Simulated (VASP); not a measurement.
Here is a VASP 6.6.1 calculation.

The input INCAR:

```
SYSTEM = Sb
PREC = Accurate
ENCUT = 520
EDIFF = 1E-6
ISMEAR = -1
SIGMA = 0.05
LREAL = .FALSE.
LASPH = .TRUE.
NELM = 80
ALGO = Normal
ISIF = 2
LWAVE = .FALSE.
LCHARG = .TRUE.
LELF = .TRUE.
LVHAR = .TRUE.
NBANDS = 8
```

File KPOINTS:

```
Automatic mesh
0
G
  10 10 10
  0 0 0
```

File POSCAR:

```
Sb
1.0
    0.0000000000      2.3869465721      2.3869465721
    2.3869465721      0.0000000000      2.3869465721
    2.3869465721      2.3869465721      0.0000000000
Sb
1
Direct
    0.0000000000      0.0000000000      0.0000000000
```

Potentials or basis: VASP PAW LDA potentials, release 64 (Sb).

Run with:

```sh
$ cat potpaw_LDA.64/Sb/POTCAR > POTCAR
$ mpirun -np 1 vasp_std > vasp.out
```

What does it give for the pressure?

-3.4 GPa.
